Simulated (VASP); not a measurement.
Mg3Sb2: single point with PBE

Crystal: Mg3Sb2.

```xyz
5
Lattice="4.5697 0.0000 0.0000 -2.2848 3.9574 0.0000 0.0000 0.0000 7.2400" Properties=species:S:1:pos:R:3 pbc="T T T"
Mg    0.0000    2.6383    4.5877
Mg    2.2848    1.3191    2.6523
Mg    0.0000    0.0000    0.0000
Sb    0.0000    2.6383    1.6562
Sb    2.2848    1.3191    5.5838
```

| Property | Result |
| --- | --- |
| Program | VASP 6.6.1 |
| Task | single point |
| Functional | PBE |
| Potentials or basis | VASP PAW PBE potentials, release 64 (Mg_sv, Sb_d_GW) |
| Cutoff | 840 eV |
| k mesh | 6 × 6 × 4 |
| Occupations | fermi-dirac, width 0.02 eV |
| Spin | no spin polarisation |
| Dipole correction | no |
| Further INCAR settings | ALGO = Normal; EDIFF = 1e-06; NBANDS = 38 |

```json
{
 "Pressure": "0.8 GPa",
 "Largest force": "0.165 eV/Å",
 "Band gap on the k mesh": "0.27 eV (least direct gap 1.12 eV)"
}
```

Forces in eV/Å, atoms in the order of the input:
```
Mg   0.000  0.000 -0.028
Mg   0.000  0.000  0.028
Mg   0.000  0.000  0.000
Sb   0.000  0.000 -0.165
Sb   0.000  0.000  0.165
```

Stress tensor (GPa, compression positive):
```
0.85 0.00 0.00
0.00 0.85 0.00
0.00 0.00 0.60
```

Levels at points of the mesh, in eV from the valence-band top:
| k point | band 27 | band 28 | band 29 | band 30 | band 31 | band 32 | band 33 | band 34 |
| --- | --- | --- | --- | --- | --- | --- | --- | --- |
| (0.00, 0.00, 0.00) | -1.09 | -0.39 | -0.39 | 0.00 | 1.12 | 1.25 | 3.07 | 3.07 |
| (0.50, 0.00, 0.00) | -3.22 | -2.29 | -2.19 | -0.90 | 0.42 | 1.98 | 2.15 | 2.85 |
| (0.00, 0.00, 0.50) | -0.79 | -0.79 | -0.72 | -0.72 | 1.79 | 1.89 | 2.74 | 2.74 |
| (0.50, 0.00, 0.50) | -1.83 | -1.67 | -1.65 | -1.52 | 0.47 | 1.34 | 1.76 | 2.23 |

It took 6 min on 1 thread of AMD EPYC 7R43 64-Core Processor (Zen 3), on a shared host, peak memory 0.51 GiB.

Caveat: semilocal functionals underestimate gaps, and a narrow one can read as zero; spin-orbit coupling is left out, which moves the levels of the heavy elements. A k mesh can miss the band edges.
